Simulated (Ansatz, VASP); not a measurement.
AlN: VASP beside Ansatz

```xyz
2
Lattice="0.0000 2.0189 2.0189 2.0189 0.0000 2.0189 2.0189 2.0189 0.0000" Properties=species:S:1:pos:R:3 pbc="T T T"
Al    0.0000    0.0000    0.0000
N     2.0189    2.0189    2.0189
```

Alike in both runs: task single point; functional PBE; k mesh 10 × 10 × 10; no spin polarisation.

```csv
,VASP,Ansatz
version,VASP 6.6.1,Ansatz 0.2.0
potentials or method,"VASP PAW PBE potentials, release 64 (Al, N)","plane waves, PAW"
plane-wave cutoff (eV),520,420
occupations,"gaussian, width 0.01 eV",fixed
valence electrons in the cell,8,8
```

```csv
,VASP,Ansatz,Ansatz less VASP
gap on the k mesh at the Fermi level (eV),4.65,4.67,+0.023
pressure (GPa),6.1,6.4,+0.30
```
